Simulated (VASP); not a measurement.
Wanted: the native input for a VASP 6.6.1 run.

```
Task                   : single point
Functional             : PBEsol
Potentials or basis    : VASP PAW PBE potentials, release 64 (Ti_sv, Al)
Cutoff                 : 520 eV
k mesh                 : 10 × 10 × 10
Occupations            : gaussian, width 0.1 eV
Spin                   : no spin polarisation
Dipole correction      : no
Further INCAR settings : ALGO = Fast; EDIFF = 1e-06; NBANDS = 27
```

The structure of TiAl2 lies in POSCAR:

```
TiAl2
1.0
    0.0000000000      4.0574317283      4.6390842382
    2.5871173098      0.0000000000      4.6390842382
    2.5871173098      4.0574317283      0.0000000000
Ti Al
2 4
Direct
    0.7500000000      0.7500000000      0.7500000000
    0.5000000000      0.5000000000      0.5000000000
    0.0838555420      0.4161444580      0.0838555420
    0.4161444580      0.0838555420      0.4161444580
    0.1661444580      0.8338555420      0.1661444580
    0.8338555420      0.1661444580      0.8338555420
```

One way to write it, as run:

INCAR

```
PREC = Accurate ; ENCUT = 520
EDIFF = 1E-6 ; ISMEAR = 0
SIGMA = 0.1 ; LREAL = F
LASPH = T ; NELM = 60
ALGO = Fast ; ISIF = 2
LWAVE = F ; LCHARG = F
GGA = PS ; NBANDS = 27
```

KPOINTS

```
regular mesh
0
Gamma
  10 10 10
```

Potentials or basis: VASP PAW PBE potentials, release 64 (Ti_sv, Al).

The run is started by

```console
$ cat potpaw_PBE.64/Ti_sv/POTCAR potpaw_PBE.64/Al/POTCAR > POTCAR
$ mpirun -np 1 vasp_std > vasp.out
```

It gave:

The pressure is 0.1 GPa and the band gap on the k mesh is zero (bands 18 and 19 overlap by 1.24 eV).

Caveat: the PAW data sets were made with another functional, which shifts forces and pressure a little.

It took 55 min on 1 thread of Intel Xeon 8259CL, on a shared host, peak memory 0.52 GiB.
